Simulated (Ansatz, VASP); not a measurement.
**HgTe: VASP beside Ansatz**

INCAR

```
SYSTEM = HgTe
  PREC = Accurate
  ENCUT = 500
  EDIFF = 1E-6
  ISMEAR = 0
  SIGMA = 0.1
  LREAL = .FALSE.
  LASPH = .TRUE.
  NELM = 120
  ALGO = Normal
  ISIF = 2
  LWAVE = .FALSE.
  LCHARG = .FALSE.
  GGA = PE
  NBANDS = 16
  GGA_COMPAT = .FALSE.
```

Contents of KPOINTS:

```
regular mesh
0
G
  6 6 6
  0 0 0
```

Contents of POSCAR:

```
HgTe
1.0
    0.0000000000      3.2234988908      3.2234988908
    3.2234988908      0.0000000000      3.2234988908
    3.2234988908      3.2234988908      0.0000000000
Hg Te
1 1
Direct
    0.0000000000      0.0000000000      0.0000000000
    0.2500000000      0.2500000000      0.2500000000
```

Input for Ansatz:

```yaml
crystal:
  lattice:
    - [0.0, 3.2234988908, 3.2234988908]
    - [3.2234988908, 0.0, 3.2234988908]
    - [3.2234988908, 3.2234988908, 0.0]
  atoms:
    - { symbol: Hg, position: [0.0, 0.0, 0.0] }
    - { symbol: Te, position: [0.25, 0.25, 0.25] }
basis:
  ecutwfc: 420
kpoints:
  mp_grid: { grid: [6, 6, 6] }
hamiltonian:
  xc: pbe
scf:
  occupations: { method: gaussian, width: 0.1 }
output:
  forces: true
  stress: true
  eigenvalues: true
```

Alike in both runs: task single point; functional PBE; k mesh 6 × 6 × 6; occupations gaussian, width 0.1 eV; no spin polarisation.

|  | VASP | Ansatz |
| --- | --- | --- |
| version | VASP 6.6.1 | Ansatz 0.2.0 |
| potentials or method | VASP PAW PBE potentials, release 64 (Hg, Te), cutoff 500 eV | scalar-relativistic, plane waves, PAW |
| valence electrons in the cell | 18 | 36 |

```tsv
	VASP	Ansatz	Ansatz less VASP
gap on the k mesh at the Fermi level (eV)	none	none	-
pressure (GPa)	4.2	4.1	-0.08
```

A gap of «none» marks a metal or a gap that the smearing closes. VASP's potentials hold 18 valence electrons a cell and Ansatz's 36, so a difference there can come from the potentials and not from the codes.

Neither program's run includes spin-orbit coupling.
